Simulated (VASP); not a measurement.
Al2Cu: single point with PBEsol

Crystal: Al2Cu.

```
Al Cu
1.0
     3.82325    0.03016    0.00168
     0.03016    4.13919   -0.03383
     0.00117   -0.02358    2.78013
Al Cu
2 1
Direct
  0.49326 0.99892 0.47167
  0.02052 0.50149 0.52061
  0.98622 0.99960 0.00772
```

This cell differs from its parent crystal: atoms moved at random and the cell strained at random.

```yaml
Program: VASP 6.6.1
Task: single point
Functional: PBEsol
Potentials_or_basis: VASP PAW PBE potentials, release 64 (Al, Cu)
Cutoff: 520 eV
k_mesh: 8 × 8 × 12
Occupations: gaussian, width 0.15 eV
Spin: no spin polarisation
Dipole_correction: no
Further_INCAR_settings: ALGO = Fast; EDIFF = 1e-06; NBANDS = 16
```

The pressure is 10.5 GPa. The largest force is 0.580 eV/Å and the band gap on the k mesh is zero (an odd number of electrons rules out a gap without spin polarisation).

Forces on the atoms (eV/Å):
```
Al  -0.033 -0.009  0.566
Al  -0.307 -0.081 -0.105
Cu   0.340  0.090 -0.461
```

Stress tensor (GPa, compression positive):
```
19.82 -0.98 -0.69
-0.98  2.43  1.12
-0.69  1.12  9.14
```

Levels at points of the mesh, in eV from the Fermi level:
```
           k point  band 6  band 7  band 8  band 9  band 10  band 11  band 12  band 13
(0.00, 0.00, 0.00)   -4.33   -3.17   -1.99   -0.26     1.26     6.34     6.66     6.93
(0.50, 0.00, 0.00)   -4.53   -4.32   -1.55    1.13     1.27     1.68     8.35     9.54
(0.00, 0.50, 0.00)   -4.49   -4.35   -0.81    1.85     2.52     2.92     7.49     7.95
(0.50, 0.50, 0.00)   -4.60   -4.53   -4.34   -2.65     8.30     8.71     9.94    10.31
(0.00, 0.00, 0.50)   -4.44   -3.18    2.10    2.28     2.66     2.81     3.29     3.49
(0.50, 0.00, 0.50)   -4.52   -3.36   -2.51   -1.52     3.39     3.77     4.47     5.07
(0.00, 0.50, 0.50)   -4.48   -3.40   -2.62   -1.81     4.29     4.51     5.25     6.24
(0.50, 0.50, 0.50)   -3.72   -2.62   -2.29   -0.98    -0.85     0.23     0.45     2.23
```

It took 2.2 min on 1 thread of Intel(R) Xeon(R) 6975P-C (Granite Rapids) (shared host), peak memory 0.36 GiB.

Caveat: the cell differs from its parent crystal (atoms moved at random and the cell strained at random); the stress differs along the axes, from 2 to 20 GPa; the PAW data sets were made with another functional, which shifts forces and pressure a little.
